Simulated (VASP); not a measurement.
# PbS (Cmcm) in VASP: further runs

PbS is run at these levels: PBE, r2SCAN; tasks: single point.

Program: VASP 6.6.1. These are calculated values, not measurements. Logs are shortened: lines on timing, memory, paths and dates and some standing lists are left out, and cuts for length are marked.

### Step 1. The cell of the first run

Symmetry: Cmcm, No. 63, orthorhombic system. The conventional cell has a = 4.127 Å, b = 11.739 Å, c = 4.260 Å, α = 90.00°, β = 90.00°, γ = 90.00°. Within 3.5 Å of Pb (site symmetry m2m) lie 5 S at 2.68 to 2.97 Å. S (site symmetry m2m) has 5 Pb at 2.68 to 2.97 Å within 3.5 Å.

### Step 2. Single point, PBE

INCAR reads:

```
SYSTEM = PbS
PREC = Accurate
ENCUT = 520
EDIFF = 1E-7
ISMEAR = -1
SIGMA = 0.02
LREAL = .FALSE.
LASPH = .TRUE.
NELM = 60
ALGO = Normal
ISIF = 2
LWAVE = .FALSE.
LCHARG = .FALSE.
GGA = PE
NBANDS = 28
```

KPOINTS reads:

```
Automatic mesh
0
G
  6 6 6
  0 0 0
```

POSCAR reads:

```
PbS
1.0
    2.0637484119     -5.8692756801      0.0000000000
    2.0637484119      5.8692756801      0.0000000000
    0.0000000000      0.0000000000      4.2604423679
Pb S
2 2
Direct
    0.8722772601      0.1277227399      0.7500000000
    0.1277227399      0.8722772601      0.2500000000
    0.6436799888      0.3563200112      0.7500000000
    0.3563200112      0.6436799888      0.2500000000
```

Potentials or basis: VASP PAW PBE potentials, release 64 (Pb_d, S).

Launch:

```
cat potpaw_PBE.64/Pb_d/POTCAR potpaw_PBE.64/S/POTCAR > POTCAR
mpirun -np 1 vasp_std > vasp.out
```

OUTCAR:

```text
SYSTEM = PbS
   PREC = Accurate
   ENCUT = 520
   EDIFF = 1E-7
   ISMEAR = -1
   LREAL = .FALSE.
   LASPH = .TRUE.
   NELM = 60
   ISIF = 2
   GGA = PE

 ion  position               nearest neighbor table
   1  0.872  0.128  0.750-   3 2.68   4 2.97   4 2.97   4 2.97   4 2.97   2 3.68   2 3.68   2 4.13
                             2 4.13   2 4.13   2 4.13
   2  0.128  0.872  0.250-   4 2.68   3 2.97   3 2.97   3 2.97   3 2.97   1 3.68   1 3.68   1 4.13
                             1 4.13   1 4.13   1 4.13
   3  0.644  0.356  0.750-   1 2.68   2 2.97   2 2.97   2 2.97   2 2.97
   4  0.356  0.644  0.250-   2 2.68   1 2.97   1 2.97   1 2.97   1 2.97

  LATTYP: Found a base centered orthorhombic cell.
 ALAT       =     4.1274968238
 B/A-ratio  =     2.8439879814
 C/A-ratio  =     1.0322097266

  Lattice vectors:

 A1 = (   2.0637484119,  -5.8692756801,   0.0000000000)
 A2 = (   2.0637484119,   5.8692756801,   0.0000000000)
 A3 = (   0.0000000000,   0.0000000000,   4.2604423679)

Analysis of symmetry for initial positions (statically):
=====================================================================
 Subroutine PRICEL returns:
 Original cell was already a primitive cell.

 Routine SETGRP: Setting up the symmetry group for a
 base centered orthorhombic supercell.

 Subroutine GETGRP returns: Found  8 space group operations
 (whereof  4 operations were pure point group operations)
 out of a pool of  8 trial point group operations.

The static configuration has the point symmetry C_2h.
 The point group associated with its full space group is D_2h.

Analysis of symmetry for dynamics (positions and initial velocities):
=====================================================================
 Subroutine PRICEL returns:
 Original cell was already a primitive cell.

 Routine SETGRP: Setting up the symmetry group for a
 base centered orthorhombic supercell.

 Subroutine GETGRP returns: Found  8 space group operations
 (whereof  4 operations were pure point group operations)
 out of a pool of  8 trial point group operations.

The dynamic configuration has the point symmetry C_2h.
 The point group associated with its full space group is D_2h.

 Subroutine INISYM returns: Found  8 space group operations
 (whereof  4 operations are pure point group operations),
 and found     1 'primitive' translations

----------------------------------------------------------------------------------------

                                     Primitive cell

  volume of cell :     103.2110

  direct lattice vectors                    reciprocal lattice vectors
     2.063748412 -5.869275680  0.000000000     0.242277594 -0.085189387  0.000000000
     2.063748412  5.869275680  0.000000000     0.242277594  0.085189387  0.000000000
     0.000000000  0.000000000  4.260442368     0.000000000  0.000000000  0.234717410

  length of vectors
     6.221531525  6.221531525  4.260442368     0.256818349  0.256818349  0.234717410

  position of ions in fractional coordinates (direct lattice)
     0.872277260  0.127722740  0.750000000
     0.127722740  0.872277260  0.250000000
     0.643679989  0.356320011  0.750000000
     0.356320011  0.643679989  0.250000000

  ion indices of the primitive-cell ions
   primitive index   ion index
                 1           1
                 2           2
                 3           3
                 4           4

----------------------------------------------------------------------------------------

 KPOINTS: Automatic mesh

Automatic generation of k-mesh.
 Grid dimensions read from file:
 generate k-points for:    6    6    6

 Generating k-lattice:

  Cartesian coordinates                     Fractional coordinates (reciprocal lattice)
     0.040379599 -0.014198231  0.000000000     0.166666667  0.000000000  0.000000000
     0.040379599  0.014198231  0.000000000     0.000000000  0.166666667  0.000000000
     0.000000000  0.000000000  0.039119568     0.000000000  0.000000000  0.166666667

  Length of vectors
     0.042803058  0.042803058  0.039119568

  Shift w.r.t. Gamma in fractional coordinates (k-lattice)
     0.000000000  0.000000000  0.000000000

 Subroutine IBZKPT returns following result:
 ===========================================

 Found     52 irreducible k-points:

 Following reciprocal coordinates:
            Coordinates               Weight
  0.000000  0.000000  0.000000      1.000000
  0.166667  0.000000  0.000000      4.000000
  0.333333  0.000000  0.000000      4.000000
  0.500000  0.000000  0.000000      2.000000
  0.166667  0.166667  0.000000      2.000000
  0.333333  0.166667  0.000000      4.000000
[... 16 lines left out ...]
  0.333333  0.333333  0.166667      4.000000
  0.500000  0.333333  0.166667      8.000000
 [... further k-points ...]
   k-points           NKPTS =     52   k-points in BZ     NKDIM =     52   number of bands    NBANDS=     28
   number of dos      NEDOS =    301   number of ions     NIONS =      4
   total plane-waves  NPLWV =  73728
   dimension x,y,z NGX =    48 NGY =   48 NGZ =   32
   dimension x,y,z NGXF=    96 NGYF=   96 NGZF=   64
   ions per type =               2   2
   NGX,Y,Z   is equivalent  to a cutoff of  12.83, 12.83, 12.49 a.u.
   NGXF,Y,Z  is equivalent  to a cutoff of  25.65, 25.65, 24.97 a.u.
 SYSTEM =  PbS
   PREC   = accura    normal or accurate (medium, high low for compatibility)
   ISTART =      0    job   : 0-new  1-cont  2-samecut
   ICHARG =      2    charge: 1-file 2-atom 10-const
   ISPIN  =      1    spin polarized calculation?
   LNONCOLLINEAR =      F non collinear calculations
   LSORBIT =      F    spin-orbit coupling
   LASPH  =      T    aspherical Exc in radial PAW
   ENCUT  =  520.0 eV  38.22 Ry    6.18 a.u.  11.57 11.57  7.92*2*pi/ulx,y,z
   NELM   =     60;   NELMIN=  2; NELMDL= -5     # of ELM steps
   EDIFF  = 0.1E-06   stopping-criterion for ELM
   LREAL  =      F    real-space projection
   EDIFFG = 0.1E-05   stopping-criterion for IOM
   NSW    =      0    number of steps for IOM
   IBRION =     -1    ionic relax: 0-MD 1-quasi-New 2-CG
   NFREE  =      0    steps in history (QN), initial steepest desc. (CG)
   ISIF   =      2    stress and relaxation
   ISYM   =      2    0-nonsym 1-usesym 2-fastsym
   POTIM  = 0.5000    time-step for ionic-motion
   TEBEG  =    0.0;   TEEND  =   0.0 temperature during run
   PSTRESS=    0.0 pullay stress
   NELECT =      40.0000    total number of electrons
   NUPDOWN=      -1.0000    fix difference up-down
   EMIN   =  10.00;   EMAX   =-10.00  energy-range for DOS
   EFERMI =   0.00;   METHOD = LEGACY
   ISMEAR =    -1;   SIGMA  =   0.02  broadening in eV -4-tet -1-fermi 0-gaus
   EFERMI_NEDOS =   21; number of points for ismear=-14 and -15
   IALGO  =     38    algorithm
   IMIX   =      4    mixing-type and parameters
     AMIX     =   0.40;   BMIX     =  1.00
     AMIX_MAG =   1.60;   BMIX_MAG =  1.00
  volume/ion in A,a.u.               =      25.80       174.13
  Fermi-wavevector in a.u.,A,eV,Ry     =   1.193584  2.255546 19.383429  1.424642
  Thomas-Fermi vector in A             =   2.329594
   LORBIT       =      0    0 simple, 1 ext, 2 COOP (PROOUT), +10 PAW based schemes
   GGA     = PE    functional components
   LHFCALC =     F    Hartree Fock is set to
   AEXX    =    0.0000 exact exchange contribution
   IVDW    =     0    specifies the selected vdW correction
   LEPSILON=     F    determine dielectric tensor
   LRPA    =     F    only Hartree local field effects (RPA)
 non-spin polarized calculation
  energy-cutoff  :      520.00
  volume of cell :      103.21
 maximum number of plane-waves:      2810
 NGX is ok and might be reduce to    48
   NGX = 23   NGY = 23   NGZ = 15

 number of electron      40.0000009 magnetization

 Free energy of the ion-electron system (eV)
  ---------------------------------------------------
  ext. energy  EPLUGINS =         0.00000000
  ---------------------------------------------------
  free energy    TOTEN  =       -17.34952052 eV

  energy without entropy =      -17.34952052  energy(sigma->0) =      -17.34952052

 E-fermi :   5.6850     XC(G=0):  -9.7532

 val. band max:        5.2692283275   @ k =   0.5000   0.5000   0.3333
 cond. band min:       6.4405796906   @ k =   0.5000   0.5000   0.0000
 fundamental gap:      1.1713513631
 Fermi energy:         5.6849683812

 k-point     1 :       0.0000    0.0000    0.0000
  band No.  band energies     occupation
      1     -11.1446      2.00000
      2     -11.0426      2.00000
      3     -11.0384      2.00000
      4     -11.0251      2.00000
      5     -10.9823      2.00000
      6     -10.9805      2.00000
[... 20 lines left out ...]
     27      11.4218      0.00000
     28      12.3416      0.00000

 k-point     2 :       0.1667    0.0000    0.0000
  band No.  band energies     occupation
      1     -11.1273      2.00000
      2     -11.0354      2.00000
      3     -11.0341      2.00000
      4     -11.0102      2.00000
      5     -10.9910      2.00000
      6     -10.9856      2.00000
[... 20 lines left out ...]
     27      11.8562      0.00000
     28      12.8119      0.00000

 k-point     3 :       0.3333    0.0000    0.0000
  band No.  band energies     occupation
      1     -11.0881      2.00000
      2     -11.0317      2.00000
      3     -11.0259      2.00000
      4     -11.0114      2.00000
      5     -10.9949      2.00000
      6     -10.9904      2.00000
[... 20 lines left out ...]
     27      13.2511      0.00000
     28      13.3368      0.00000

 k-point     4 :       0.5000    0.0000    0.0000
  band No.  band energies     occupation
      1     -11.0563      2.00000
      2     -11.0395      2.00000
      3     -11.0307      2.00000
      4     -11.0227      2.00000
      5     -10.9992      2.00000
      6     -10.9885      2.00000
[... 20 lines left out ...]
     27      13.3076      0.00000
     28      14.3577      0.00000

 k-point     5 :       0.1667    0.1667    0.0000
  band No.  band energies     occupation
      1     -11.0919      2.00000
      2     -11.0370      2.00000
      3     -11.0225      2.00000
      4     -11.0024      2.00000
      5     -10.9951      2.00000
      6     -10.9894      2.00000
[... 20 lines left out ...]
     27      13.0723      0.00000
     28      13.1608      0.00000

 k-point     6 :       0.3333    0.1667    0.0000
  band No.  band energies     occupation
      1     -11.0566      2.00000
      2     -11.0395      2.00000
      3     -11.0367      2.00000
      4     -11.0117      2.00000
      5     -10.9971      2.00000
      6     -10.9928      2.00000
[... 463 lines left out ...]
      5     -10.9967      2.00000
      6     -10.9867      2.00000
[... 20 lines left out ...]
     27      12.7104      0.00000
     28      13.4113      0.00000

 k-point    22 :      -0.1667    0.1667    0.1667
  band No.  band energies     occupation
      1     -11.1245      2.00000
      2     -11.0437      2.00000
      3     -11.0328      2.00000
      4     -11.0068      2.00000
      5     -10.9994      2.00000
      6     -10.9839      2.00000
[... 20 lines left out ...]
     27      11.3668      0.00000
     28      12.9312      0.00000

 k-point    23 :       0.3333    0.3333    0.1667
  band No.  band energies     occupation
      1     -11.0860      2.00000
      2     -11.0478      2.00000
      3     -11.0306      2.00000
      4     -11.0059      2.00000
      5     -10.9968      2.00000
      6     -10.9880      2.00000
[... 20 lines left out ...]
     27      12.4132      0.00000
     28      13.2171      0.00000

 k-point    24 :       0.5000    0.3333    0.1667
  band No.  band energies     occupation
      1     -11.1097      2.00000
      2     -11.0314      2.00000
      3     -11.0150      2.00000
      4     -11.0101      2.00000
      5     -10.9986      2.00000
      6     -10.9886      2.00000
[... 20 lines left out ...]
     27      12.5458      0.00000
     28      13.1373      0.00000

 [... further k-points ...]
[... 5 lines left out ...]
  --------------------------------------------------------------------------------------
  -------------------------------------------------------------------------------------
  Total        1.2192125      1.5364609      1.2191442      0.0000000      0.0000000      0.0000000
  in kB       18.9262275     23.8509754     18.9251660      0.0000000      0.0000000      0.0000000
  external PRESSURE =      20.5674563 kB  Pullay stress =       0.0000000 kB

 VOLUME and BASIS-vectors are now :
 -----------------------------------------------------------------------------
  energy-cutoff  :      520.00
  volume of cell :      103.21
      direct lattice vectors                 reciprocal lattice vectors
     2.063748412 -5.869275680  0.000000000     0.242277594 -0.085189387  0.000000000
     2.063748412  5.869275680  0.000000000     0.242277594  0.085189387  0.000000000
     0.000000000  0.000000000  4.260442368     0.000000000  0.000000000  0.234717410

 POSITION                                       TOTAL-FORCE (eV/Angst)
 -----------------------------------------------------------------------------------
      2.06375     -4.37000      3.19533         0.000000     -0.063879     -0.000000
      2.06375      4.37000      1.06511         0.000000      0.063879      0.000000
      2.06375     -1.68659      3.19533         0.000000      0.124783      0.000000
      2.06375      1.68659      1.06511         0.000000     -0.124783     -0.000000
 -----------------------------------------------------------------------------------
    total drift:                                0.000000      0.000000     -0.000000

  FREE ENERGIE OF THE ION-ELECTRON SYSTEM (eV)
  ---------------------------------------------------
  free  energy   TOTEN  =       -17.3495205233 eV

  energy  without entropy=      -17.3495205233  energy(sigma->0) =      -17.34952052
```

It took 2.3 min on 1 thread of AMD EPYC 9R45 (Zen 5), shared host; peak memory 0.28 GiB.

What came out:

| Quantity | Value |
| --- | --- |
| Free energy | -17.3495 eV |
| Pressure | 2.1 GPa |
| Largest force | 0.125 eV/Å |
| Band gap on the k mesh | 1.17 eV (least direct gap 1.32 eV) |

Forces on the atoms (eV/Å):
```
Pb   0.000 -0.064  0.000
Pb   0.000  0.064  0.000
S    0.000  0.125  0.000
S    0.000 -0.125  0.000
```

Levels at points of the mesh, in eV from the valence-band top:
```tsv
k point	band 17	band 18	band 19	band 20	band 21	band 22	band 23	band 24
(0.00, 0.00, 0.00)	-2.39	-1.73	-1.51	-0.53	4.67	4.71	4.91	5.55
(0.50, 0.00, 0.00)	-1.41	-1.20	-0.39	-0.35	1.82	1.85	2.13	3.03
(0.50, 0.50, 0.00)	-1.98	-1.82	-1.32	-0.49	1.17	4.42	4.82	4.91
(0.00, 0.00, 0.50)	-1.14	-1.14	-0.08	-0.08	1.82	1.82	2.78	2.78
(0.50, 0.00, 0.50)	-3.25	-3.25	-1.44	-1.44	3.39	3.39	5.36	5.36
(0.50, 0.50, 0.50)	-1.18	-1.18	-0.51	-0.51	1.74	1.74	3.27	3.27
```

Caveat: spin-orbit coupling is left out, which moves the levels of the heavy elements. A k mesh can miss the band edges.

### Step 3. Single point, PBE (strain +3.5%)

INCAR reads:

```
SYSTEM = PbS
ALGO = Normal ; EDIFF = 1E-6
ENCUT = 520 ; GGA = PE
ISIF = 2 ; ISMEAR = -1
LASPH = .True. ; LCHARG = .True.
LELF = .True. ; LREAL = .False.
LVHAR = .True. ; LWAVE = .False.
NBANDS = 28 ; NELM = 100
PREC = Accurate ; SIGMA = 0.02
```

KPOINTS reads:

```
k-points
0
Gamma
  6 6 6
  0 0 0
```

POSCAR reads:

```
PbS
1.0
    2.1349477321     -6.0717656911      0.0000000000
    2.1349477321      6.0717656911      0.0000000000
    0.0000000000      0.0000000000      4.4074276295
Pb S
2 2
Direct
    0.8655804799      0.1344195201      0.7500000000
    0.1344195201      0.8655804799      0.2500000000
    0.6459664674      0.3540335326      0.7500000000
    0.3540335326      0.6459664674      0.2500000000
```

Potentials or basis: VASP PAW PBE potentials, release 64 (Pb_d, S).

Launch:

```
cat potpaw_PBE.64/Pb_d/POTCAR potpaw_PBE.64/S/POTCAR > POTCAR
mpirun -np 1 vasp_std > vasp.out
```

Run time: 2.7 min. Hardware: 1 thread of AMD EPYC 9R45 (Zen 5), shared host; peak memory 0.31 GiB.

Results (log left out):

* Free energy: -17.3468 eV
* Pressure: -1.4 GPa
* Largest force: 0.128 eV/Å
* Band gap on the k mesh: 1.56 eV (least direct gap 1.57 eV)

Forces in eV/Å, atoms in the order of the input:
```
Pb   0.000 -0.059  0.000
Pb   0.000  0.059  0.000
S    0.000  0.128  0.000
S    0.000 -0.128  0.000
```

Stress tensor (GPa, compression positive):
```
-2.23  0.00  0.00
 0.00  0.61  0.00
 0.00  0.00 -2.50
```

Levels at points of the mesh, in eV from the valence-band top:
```
           k point  band 16  band 17  band 18  band 19  band 20  band 21  band 22  band 23  band 24  band 25
(0.00, 0.00, 0.00)    -2.56    -2.04    -1.25    -1.12    -0.34     4.72     4.81     4.96     5.47     5.48
(0.50, 0.00, 0.00)    -1.71    -1.10    -0.95    -0.34    -0.29     1.85     2.01     2.41     3.20     3.20
(0.50, 0.50, 0.00)    -2.29    -1.63    -1.46    -0.96    -0.28     1.56     4.36     5.05     5.07     5.25
(0.00, 0.00, 0.50)    -2.33    -0.88    -0.88    -0.09    -0.09     1.97     1.97     2.91     2.91     5.11
(0.50, 0.00, 0.50)    -3.79    -2.56    -2.56    -1.17    -1.17     3.73     3.73     5.06     5.06     6.10
(0.50, 0.50, 0.50)    -1.01    -0.97    -0.97    -0.33    -0.33     1.77     1.77     3.29     3.29     3.71
```

Caveat: the cell differs from its parent crystal (strain +3.5%); spin-orbit coupling is left out, which moves the levels of the heavy elements.

(Continued in part 2 of 2.)
